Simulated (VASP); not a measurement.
A run of VASP 6.6.1 is set up as follows.

The input INCAR:

```
ALGO = Normal ; EDIFF = 1E-6
ENCUT = 520 ; GGA = PS
ISIF = 2 ; ISMEAR = 0
LASPH = T ; LCHARG = F
LREAL = F ; LWAVE = F
NBANDS = 16 ; NELM = 100
PREC = Accurate ; SIGMA = 0.1
```

KPOINTS

```
k-points
0
Gamma
  9 9 9
```

File POSCAR:

```
C
1.0
    1.2299994602      0.7101405194     11.1500000000
   -1.2299994602      0.7101405194     11.1500000000
    0.0000000000     -1.4202810389     11.1500000000
C
4
Direct
    0.0500000000      0.0500000000      0.0500000000
    0.9500000000      0.9500000000      0.9500000000
    0.2830000000      0.2830000000      0.2830000000
    0.7170000000      0.7170000000      0.7170000000
```

Potentials or basis: VASP PAW PBE potentials, release 64 (C).

Launch:

```sh
$ cat potpaw_PBE.64/C/POTCAR > POTCAR
$ mpirun -np 1 vasp_std > vasp.out
```

Task: Estimate the largest force.

Result: 0.180 eV/Å.

Task: What does it give for the pressure?

Result: 0.3 GPa.

Task: Estimate the band gap on the k mesh.

Result: Zero (filled and empty bands touch).

Stress tensor (GPa, compression positive):
```
0.35 0.00 0.00
0.00 0.35 0.00
0.00 0.00 0.19
```

Caveat: the PAW data sets were made with another functional, which shifts forces and pressure a little.
